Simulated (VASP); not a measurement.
# As (R-3m) in VASP: notebook

Runs on As. Level: PBEsol. Tasks: relaxation of cell and atoms, single point.

Program: VASP 6.6.1. These are calculated values, not measurements. Logs are shortened: lines on timing, memory, paths and dates and some standing lists are left out, and cuts for length are marked.

### 1 The cell of the first run

It takes space group R-3m (No. 166, trigonal). The conventional cell has a = 3.762 Å, b = 3.762 Å, c = 10.542 Å, α = 90.00°, β = 90.00°, γ = 120.00°. Within 3.3 Å of As (site symmetry 3m) lie 6 As at 2.51 to 3.14 Å.

### 2 Relaxation of cell and atoms, PBEsol, target pressure 30 GPa, at which the enthalpy is minimised

Input file INCAR:

```
SYSTEM = As
ALGO = Normal
EDIFF = 1E-6
EDIFFG = -0.01
ENCUT = 600
GGA = PS
IBRION = 2
ISIF = 3
ISMEAR = -1
LASPH = .TRUE.
LCHARG = .FALSE.
LREAL = .FALSE.
LWAVE = .FALSE.
NELM = 60
NSW = 60
PREC = Accurate
PSTRESS = 300.0
SIGMA = 0.05
```

Input file KPOINTS:

```
k-points
0
G
  9 9 9
  0 0 0
```

Input file POSCAR:

```
As
1.0
    1.8807968987      1.0858785957      3.5140619945
   -1.8807968987      1.0858785957      3.5140619945
    0.0000000000     -2.1717571915      3.5140619945
As
2
Direct
    0.2260000000      0.2260000000      0.2260000000
    0.7740000000      0.7740000000      0.7740000000
```

Potentials or basis: VASP PAW PBE potentials, release 64 (As).

Started as:

```console
$ cat potpaw_PBE.64/As/POTCAR > POTCAR
$ mpirun -np 1 vasp_std > vasp.out
```

OUTCAR:

```text
SYSTEM = As
   EDIFF = 1E-6
   EDIFFG = -0.01
   ENCUT = 600
   GGA = PS
   IBRION = 2
   ISIF = 3
   ISMEAR = -1
   LASPH = .TRUE.
   LREAL = .FALSE.
   NELM = 60
   NSW = 60
   PREC = Accurate
   PSTRESS = 300.0

 ion  position               nearest neighbor table
   1  0.226  0.226  0.226-   2 2.51   2 2.51   2 2.51
   2  0.774  0.774  0.774-   1 2.51   1 2.51   1 2.51

  LATTYP: Found a trigonal (rhomboedric) cell.
 ALAT       =     4.1310000000
 COS(alpha) =     0.5854247172

  Lattice vectors:

 A1 = (   1.8807968987,   1.0858785957,   3.5140619945)
 A2 = (  -1.8807968987,   1.0858785957,   3.5140619945)
 A3 = (   0.0000000000,  -2.1717571915,   3.5140619945)

Analysis of symmetry for initial positions (statically):
=====================================================================
 Subroutine PRICEL returns:
 Original cell was already a primitive cell.

 Routine SETGRP: Setting up the symmetry group for a
 trigonal (rhombohedral) supercell.

 Subroutine GETGRP returns: Found 12 space group operations
 (whereof 12 operations were pure point group operations)
 out of a pool of 12 trial point group operations.

The static configuration has the point symmetry D_3d.

Analysis of symmetry for dynamics (positions and initial velocities):
=====================================================================
 Subroutine PRICEL returns:
 Original cell was already a primitive cell.

 Routine SETGRP: Setting up the symmetry group for a
 trigonal (rhombohedral) supercell.

 Subroutine GETGRP returns: Found 12 space group operations
 (whereof 12 operations were pure point group operations)
 out of a pool of 12 trial point group operations.

The dynamic configuration has the point symmetry D_3d.

 Subroutine INISYM returns: Found 12 space group operations
 (whereof 12 operations are pure point group operations),
 and found     1 'primitive' translations

----------------------------------------------------------------------------------------

                                     Primitive cell

  volume of cell :      43.0610

  direct lattice vectors                    reciprocal lattice vectors
     1.880796899  1.085878596  3.514061995     0.265844760  0.153485544  0.094856987
    -1.880796899  1.085878596  3.514061995    -0.265844760  0.153485544  0.094856987
     0.000000000 -2.171757191  3.514061995     0.000000000 -0.306971087  0.094856987

  length of vectors
     4.131000000  4.131000000  4.131000000     0.321292852  0.321292852  0.321292852

  position of ions in fractional coordinates (direct lattice)
     0.226000000  0.226000000  0.226000000
     0.774000000  0.774000000  0.774000000

  ion indices of the primitive-cell ions
   primitive index   ion index
                 1           1
                 2           2

----------------------------------------------------------------------------------------

 KPOINTS: k-points

Automatic generation of k-mesh.
 Grid dimensions read from file:
 generate k-points for:    9    9    9

 Generating k-lattice:

  Cartesian coordinates                     Fractional coordinates (reciprocal lattice)
     0.029538307  0.017053949  0.010539665     0.111111111  0.000000000 -0.000000000
    -0.029538307  0.017053949  0.010539665     0.000000000  0.111111111 -0.000000000
     0.000000000 -0.034107899  0.010539665    -0.000000000 -0.000000000  0.111111111

  Length of vectors
     0.035699206  0.035699206  0.035699206

  Shift w.r.t. Gamma in fractional coordinates (k-lattice)
     0.000000000  0.000000000  0.000000000

 Subroutine IBZKPT returns following result:
 ===========================================

 Found     85 irreducible k-points:

 Following reciprocal coordinates:
            Coordinates               Weight
  0.000000  0.000000  0.000000      1.000000
  0.111111 -0.000000 -0.000000      6.000000
  0.222222 -0.000000 -0.000000      6.000000
  0.333333 -0.000000 -0.000000      6.000000
  0.444444 -0.000000 -0.000000      6.000000
  0.111111  0.111111 -0.000000      6.000000
[... 16 lines left out ...]
 -0.333333  0.333333  0.000000      6.000000
  0.444444  0.444444 -0.000000      6.000000
 [... further k-points ...]
   k-points           NKPTS =     85   k-points in BZ     NKDIM =     85   number of bands    NBANDS=      9
   number of dos      NEDOS =    301   number of ions     NIONS =      2
   total plane-waves  NPLWV =  46656
   dimension x,y,z NGX =    36 NGY =   36 NGZ =   36
   dimension x,y,z NGXF=    72 NGYF=   72 NGZF=   72
   ions per type =               2
   NGX,Y,Z   is equivalent  to a cutoff of  14.49, 14.49, 14.49 a.u.
   NGXF,Y,Z  is equivalent  to a cutoff of  28.98, 28.98, 28.98 a.u.
 SYSTEM =  As
   PREC   = accura    normal or accurate (medium, high low for compatibility)
   ISTART =      0    job   : 0-new  1-cont  2-samecut
   ICHARG =      2    charge: 1-file 2-atom 10-const
   ISPIN  =      1    spin polarized calculation?
   LNONCOLLINEAR =      F non collinear calculations
   LSORBIT =      F    spin-orbit coupling
   LASPH  =      T    aspherical Exc in radial PAW
   ENCUT  =  600.0 eV  44.10 Ry    6.64 a.u.   8.25  8.25  8.25*2*pi/ulx,y,z
   NELM   =     60;   NELMIN=  2; NELMDL= -5     # of ELM steps
   EDIFF  = 0.1E-05   stopping-criterion for ELM
   LREAL  =      F    real-space projection
   EDIFFG = -.1E-01   stopping-criterion for IOM
   NSW    =     60    number of steps for IOM
   IBRION =      2    ionic relax: 0-MD 1-quasi-New 2-CG
   NFREE  =      1    steps in history (QN), initial steepest desc. (CG)
   ISIF   =      3    stress and relaxation
   ISYM   =      2    0-nonsym 1-usesym 2-fastsym
   POTIM  = 0.5000    time-step for ionic-motion
   TEBEG  =    0.0;   TEEND  =   0.0 temperature during run
   PSTRESS=  300.0 pullay stress
   NELECT =      10.0000    total number of electrons
   NUPDOWN=      -1.0000    fix difference up-down
   EMIN   =  10.00;   EMAX   =-10.00  energy-range for DOS
   EFERMI =   0.00;   METHOD = LEGACY
   ISMEAR =    -1;   SIGMA  =   0.05  broadening in eV -4-tet -1-fermi 0-gaus
   EFERMI_NEDOS =   21; number of points for ismear=-14 and -15
   IALGO  =     38    algorithm
   IMIX   =      4    mixing-type and parameters
     AMIX     =   0.40;   BMIX     =  1.00
     AMIX_MAG =   1.60;   BMIX_MAG =  1.00
  volume/ion in A,a.u.               =      21.53       145.29
  Fermi-wavevector in a.u.,A,eV,Ry     =   1.006268  1.901570 13.776916  1.012575
  Thomas-Fermi vector in A             =   2.138999
   LORBIT       =      0    0 simple, 1 ext, 2 COOP (PROOUT), +10 PAW based schemes
   GGA     = PS    functional components
   LHFCALC =     F    Hartree Fock is set to
   AEXX    =    0.0000 exact exchange contribution
   IVDW    =     0    specifies the selected vdW correction
   LEPSILON=     F    determine dielectric tensor
   LRPA    =     F    only Hartree local field effects (RPA)
 conjugate gradient relaxation of ions
 non-spin polarized calculation
  energy-cutoff  :      600.00
  volume of cell :       43.06
 maximum number of plane-waves:      1461
 NGX is ok and might be reduce to    36
   NGX = 17   NGY = 17   NGZ = 17

--------------------------------------- Ionic step        1  -------------------------------------------

 number of electron      10.0000000 magnetization

 Free energy of the ion-electron system (eV)
  ---------------------------------------------------
  ext. energy  EPLUGINS =         0.00000000
  ---------------------------------------------------
  free energy    TOTEN  =       -10.20488266 eV

  energy without entropy =      -10.20334852  energy(sigma->0) =      -10.20411559

------------------------ aborting loop because EDIFF is reached ----------------------------------------

  FORCE on cell =-STRESS in cart. coord.  units (eV):
  Direction    XX          YY          ZZ          XY          YZ          ZX
  --------------------------------------------------------------------------------------
  -------------------------------------------------------------------------------------
  Total        0.2653645      0.2653645      0.0282156      0.0000000     -0.0000000      0.0000000
  in kB        9.8734641      9.8734641      1.0498210      0.0000000     -0.0000000      0.0000000
  external PRESSURE =    -293.0677502 kB  Pullay stress =     300.0000000 kB
[... 23 lines left out ...]
  enthalpy is  TOTEN    =        -2.1419224948 eV   P V=        8.0629601675

--------------------------------------- Ionic step        2  -------------------------------------------

 number of electron      10.0000000 magnetization

 E-fermi :  14.2904     XC(G=0): -13.0283

 val. band max:       14.2660719927   @ k =  -0.2222  -0.2222   0.1111
 cond. band min:      14.2998660908   @ k =  -0.1111   0.4444   0.1111
 fundamental gap:      0.0337940982
 Fermi energy:        14.2903796007

 k-point     1 :       0.0000    0.0000    0.0000
  band No.  band energies     occupation
      1      -8.1453      2.00000
      2       9.4853      2.00000
      3      11.4582      2.00000
      4      11.4582      2.00000
      5      12.3068      2.00000
      6      17.8370      0.00000
      7      18.2108      0.00000
      8      18.2108      0.00000
      9      21.6535      0.00000
[... 265 lines left out ...]
 k-point    24 :       0.4444    0.4444   -0.0000
  band No.  band energies     occupation
      1      -2.7024      2.00000
      2       1.2590      2.00000
      3       5.8388      2.00000
      4       6.6087      2.00000
      5       6.9095      2.00000
      6      13.0002      2.00000
      7      24.5781      0.00000
      8      25.5460      0.00000
      9      27.7853      0.00000

 [... further k-points ...]
[... 5 lines left out ...]
  --------------------------------------------------------------------------------------
  -------------------------------------------------------------------------------------
  Total       28.2404898     28.2404898     22.9154587      0.0000000     -0.0000000     -0.0000000
  in kB     1977.1668433   1977.1668432   1604.3519600      0.0000000     -0.0000000     -0.0000000
  external PRESSURE =    1552.8952155 kB  Pullay stress =     300.0000000 kB
[... 55 lines left out ...]
  FREE ENERGIE OF THE ION-ELECTRON SYSTEM (eV)
  ---------------------------------------------------
  free  energy   TOTEN  =        -9.6369043830 eV

  energy  without entropy=       -9.6343059163  energy(sigma->0) =       -9.63560515

  enthalpy is  TOTEN    =        -3.1035800150 eV   P V=        6.5333243680

[... ionic steps 4 to 14 ...]

--------------------------------------- Ionic step       15  -------------------------------------------

 number of electron      10.0000000 magnetization

------------------------ aborting loop because EDIFF is reached ----------------------------------------

  FORCE on cell =-STRESS in cart. coord.  units (eV):
  Direction    XX          YY          ZZ          XY          YZ          ZX
  --------------------------------------------------------------------------------------
  -------------------------------------------------------------------------------------
  Total        5.9621801      5.9621801      5.9815213      0.0000000     -0.0000000      0.0000000
  in kB      302.0837708    302.0837707    303.0637233      0.0000000     -0.0000000      0.0000000
  external PRESSURE =       2.4104216 kB  Pullay stress =     300.0000000 kB
[... 61 lines left out ...]
  enthalpy is  TOTEN    =        -3.5565222827 eV   P V=        5.9498200180

--------------------------------------- Ionic step       17  -------------------------------------------

 number of electron      10.0000000 magnetization

 Free energy of the ion-electron system (eV)
  ---------------------------------------------------
  ext. energy  EPLUGINS =         0.00000000
  ---------------------------------------------------
  free energy    TOTEN  =        -9.48443094 eV

  energy without entropy =       -9.47975236  energy(sigma->0) =       -9.48209165

 E-fermi :   8.7749     XC(G=0): -11.5366

 val. band max:        8.7520776137   @ k =   0.3333   0.2222   0.2222
 cond. band min:       8.7760615639   @ k =   0.3333   0.1111   0.1111
 fundamental gap:      0.0239839502
 Fermi energy:         8.7748718457

 k-point     1 :       0.0000    0.0000    0.0000
  band No.  band energies     occupation
      1      -8.6571      2.00000
      2       5.6061      2.00000
      3       6.3286      2.00000
      4       6.3649      2.00000
      5       6.3649      2.00000
      6      13.3872      0.00000
      7      13.5682      0.00000
      8      13.5682      0.00000
      9      14.1986      0.00000
[... 265 lines left out ...]
 k-point    24 :       0.4444    0.4444   -0.0000
  band No.  band energies     occupation
      1      -4.7376      2.00000
      2      -0.0316      2.00000
      3       0.4538      2.00000
      4       3.1899      2.00000
      5       3.2105      2.00000
      6       9.9860      0.00000
      7      16.7326      0.00000
      8      16.7703      0.00000
      9      19.4139      0.00000

 [... further k-points ...]
[... 5 lines left out ...]
  --------------------------------------------------------------------------------------
  -------------------------------------------------------------------------------------
  Total        5.9207838      5.9207838      5.9466300      0.0000000     -0.0000000      0.0000000
  in kB      299.6555045    299.6555044    300.9636012      0.0000000     -0.0000000      0.0000000
  external PRESSURE =       0.0915367 kB  Pullay stress =     300.0000000 kB
[... 17 lines left out ...]
  FREE ENERGIE OF THE ION-ELECTRON SYSTEM (eV)
  ---------------------------------------------------
  free  energy   TOTEN  =        -9.4844309377 eV

  energy  without entropy=       -9.4797523620  energy(sigma->0) =       -9.48209165

  enthalpy is  TOTEN    =        -3.5568403499 eV   P V=        5.9275905878

 reached required accuracy - stopping structural energy minimisation
```

Wall time 4.3 min (1 thread of AMD EPYC 9R45 (Zen 5), shared host); peak memory 0.2 GiB.

What came out:

* Free energy: -9.4844 eV
* Relaxed volume: 15.83 Å³/atom
* Relaxed cell: a = 3.555 Å, b = 3.555 Å, c = 3.555 Å, α = 59.84°, β = 59.84°, γ = 59.84°
* Space group after relaxing (to 0.05 Å): R-3m (No. 166)
* Energy change on relaxing (the enthalpy is what falls): +360.2 meV/atom
* Ionic steps: 17
* Pressure after relaxing: 30.0 GPa
* Largest force after relaxing: 0.007 eV/Å
* Band gap on the k mesh: zero (band 5 reaches 8.98 eV, above the bottom of band 6 at 8.06 eV)

Forces on the atoms (eV/Å):
```
As   0.000  0.000  0.007
As   0.000  0.000 -0.007
```

The path:
```
step  energy change (eV)  largest force (eV/Å)  pressure (GPa)  volume (Å³)
   1              0.0000                0.4400            0.69        43.06
   2              6.5836                8.8547          185.29        22.88
   3              0.5680                2.3187           26.27        34.89
   4              0.6700                2.5164           29.40        34.29
   5              0.7235                2.6170           31.00        33.99
   6              0.7824                0.7315           34.19        31.67
   7              0.9237                0.3459           37.63        30.81
   8              0.3974                0.1738           18.45        33.86
   9              0.6828                0.0849           29.39        31.93
  10              0.6870                0.0893           29.54        31.91
  11              0.6925                0.0575           29.67        31.86
  12              0.7155                0.0141           30.06        31.69
  13              0.7318                0.0091           30.34        31.60
  14              0.7258                0.0115           30.22        31.63
  15              0.7270                0.0110           30.24        31.62
  16              0.6985                0.0073           29.22        31.78
  17              0.7205                0.0066           30.01        31.66
```

Final structure:
```xyz
2
Lattice="1.7733 1.0238 2.9062 -1.7733 1.0238 2.9062 0.0000 -2.0476 2.9062" Properties=species:S:1:pos:R:3 pbc="T T T"
As    0.0000    0.0000    2.1488
As    0.0000    0.0000    6.5699
```

Levels at points of the mesh, in eV from the Fermi level:
| k point | band 1 | band 2 | band 3 | band 4 | band 5 | band 6 | band 7 | band 8 | band 9 |
| --- | --- | --- | --- | --- | --- | --- | --- | --- | --- |
| (0.00, 0.00, 0.00) | -17.43 | -3.17 | -2.45 | -2.41 | -2.41 | 4.61 | 4.79 | 4.79 | 5.42 |

Caveat: the cell is relaxed towards a set pressure, so the enthalpy falls and the energy may rise; the volume moved by over 15 % at a fixed basis, so the end points are rough; the PAW data sets were made with another functional, which shifts forces and pressure a little.

### 3 Single point, PBEsol

This run uses another cell than the first one, of 19.84 Å³/atom, 0.922 times its volume.

Input file INCAR:

```
SYSTEM = As
PREC = Accurate ; ENCUT = 520
EDIFF = 1E-6 ; ISMEAR = -1
SIGMA = 0.05 ; LREAL = .FALSE.
LASPH = .TRUE. ; NELM = 80
ALGO = Normal ; ISIF = 2
LWAVE = .FALSE. ; LCHARG = .TRUE.
GGA = PS ; LELF = .TRUE.
LVHAR = .TRUE. ; NBANDS = 12
```

Input file KPOINTS:

```
Automatic mesh
0
G
  7 7 7
  0 0 0
```

Input file POSCAR:

```
As
1.0
    1.8055650228      1.0424434519      3.5140619945
   -1.8055650228      1.0424434519      3.5140619945
    0.0000000000     -2.0848869038      3.5140619945
As
2
Direct
    0.2260000000      0.2260000000      0.2260000000
    0.7740000000      0.7740000000      0.7740000000
```

Potentials or basis: VASP PAW PBE potentials, release 64 (As).

Started as:

```console
$ cat potpaw_PBE.64/As/POTCAR > POTCAR
$ mpirun -np 1 vasp_std > vasp.out
```

It took 12 s on 1 thread of Intel Xeon Platinum 8488C (Sapphire Rapids), shared host; peak memory 0.17 GiB.

It converged, with:

```yaml
Free_energy: -10.1004 eV
Pressure: 9.4 GPa
Largest_force: 0.992 eV/Å
Band_gap_on_the_k_mesh: zero (band 5 reaches 6.55 eV, above the bottom of band 6 at 6.20 eV)
```

Forces on the atoms (eV/Å):
```
As   0.000  0.000  0.992
As   0.000  0.000 -0.992
```

Stress tensor (GPa, compression positive):
```
11.15  0.00  0.00
 0.00 11.15  0.00
 0.00  0.00  5.86
```

Levels at points of the mesh, in eV from the Fermi level:
| k point | band 3 | band 4 | band 5 | band 6 | band 7 | band 8 |
| --- | --- | --- | --- | --- | --- | --- |
| (0.00, 0.00, 0.00) | -3.20 | -2.09 | -2.09 | 1.56 | 2.95 | 2.95 |

Caveat: the PAW data sets were made with another functional, which shifts forces and pressure a little.

(Part 1 of 3 ends here.)
